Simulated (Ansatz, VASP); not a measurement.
## Rb in VASP and in Ansatz

```
Rb
1.0
     0.00000    3.63988    3.93108
     3.63988    0.00000    3.93108
     3.63988    3.63988    0.00000
Rb
1
Direct
  0.00000 0.00000 0.00000
```

Change from the starting cell: strain +0.000 along x and y, +0.080 along z, atoms carried along.

Alike in both runs: task single point; functional PBE; dispersion D3(BJ); k mesh 12 × 12 × 12; occupations gaussian, width 0.15 eV; no spin polarisation.

|  | VASP | Ansatz |
| --- | --- | --- |
| version | VASP 6.6.1 | Ansatz 0.2.0 |
| potentials or method | VASP PAW PBE potentials, release 64 (Rb_sv), cutoff 520 eV | scalar-relativistic, plane waves, PAW |
| valence electrons in the cell | 9 | 9 |

```tsv
	VASP	Ansatz	Ansatz less VASP
gap on the k mesh at the Fermi level (eV)	none	none	-
pressure (GPa)	-0.4	-0.4	0.00
```

A gap of «none» marks a metal or a gap that the smearing closes.
